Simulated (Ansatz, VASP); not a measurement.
BaO: VASP beside Ansatz

```
Ba O
1.0
     0.00000    2.74506    2.74506
     2.74506    0.00000    2.74506
     2.74506    2.74506    0.00000
Ba O
1 1
Direct
  0.00000 0.00000 0.00000
  0.50000 0.50000 0.50000
```

Alike in both runs: functional PBEsol; k mesh 8 × 8 × 8; occupations gaussian, width 0.02 eV; no spin polarisation.

Ansatz relaxed the structure, and its values are those at the end. VASP's run is a single point on that final structure, the one shown.

|  | VASP | Ansatz |
| --- | --- | --- |
| version | VASP 6.6.1 | Ansatz 0.2.0 |
| potentials or method | VASP PAW PBE potentials, release 64 (Ba_sv, O_h), cutoff 1340 eV | scalar-relativistic, plane waves, PAW |
| valence electrons in the cell | 16 | 16 |

Ansatz gave:

| Property | Result |
| --- | --- |
| gap on the k mesh at the Fermi level (eV) | 1.84 |
| least direct gap on the mesh (eV) | 1.84 |
| pressure (GPa) | 0.0 |

What did VASP give for the same quantities?

gap on the k mesh at the Fermi level (eV): 1.77; least direct gap on the mesh (eV): 1.77; pressure (GPa): 1.9.

VASP's potentials were made for PBE, not for PBEsol, and Ansatz warns of the same on its side.

Spin-orbit coupling is off throughout.
